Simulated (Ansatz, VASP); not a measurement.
Ta3N in VASP and in Ansatz

```
Ta N
1.0
     3.03222    0.00000    0.00000
    -1.51611    2.62598    0.00000
     0.00000    0.00000    7.52414
Ta N
3 1
Direct
  0.66667 0.33333 0.82607
  0.33333 0.66667 0.17393
  0.00000 0.00000 0.50000
  0.00000 0.00000 0.00000
```

Alike in both runs: functional r2SCAN; k mesh 10 × 10 × 4; occupations fermi-dirac, width 0.05 eV; no spin polarisation.

```csv
,VASP,Ansatz
version,VASP 6.6.1,Ansatz 0.2.0
potentials or method,"VASP PAW PBE potentials, release 64 (Ta_pv, N)",Ansatz PAW
plane-wave cutoff (eV),520,500
valence electrons in the cell,38,44
task,single point,band structure
```

|  | VASP | Ansatz | Ansatz less VASP |
| --- | --- | --- | --- |
| gap on the k mesh at the Fermi level (eV) | none | none | - |
| pressure (GPa) | -3.1 | -4.0 | -0.88 |
| traceless stress, the component that is largest in VASP (GPa) | 1.47 | 1.49 | +0.022 |
| rms of the force components (eV/Å) | 0.002 | 0.029 | +0.0275 |

VASP's potentials were made for PBE, not for r2SCAN. Atom by atom the forces differ by 0.028 eV/Å (rms over components). A gap of «none» marks a metal or a gap that the smearing closes. VASP's potentials hold 38 valence electrons a cell and Ansatz's 44, so a difference there can come from the potentials and not from the codes.

Neither program's run includes spin-orbit coupling.
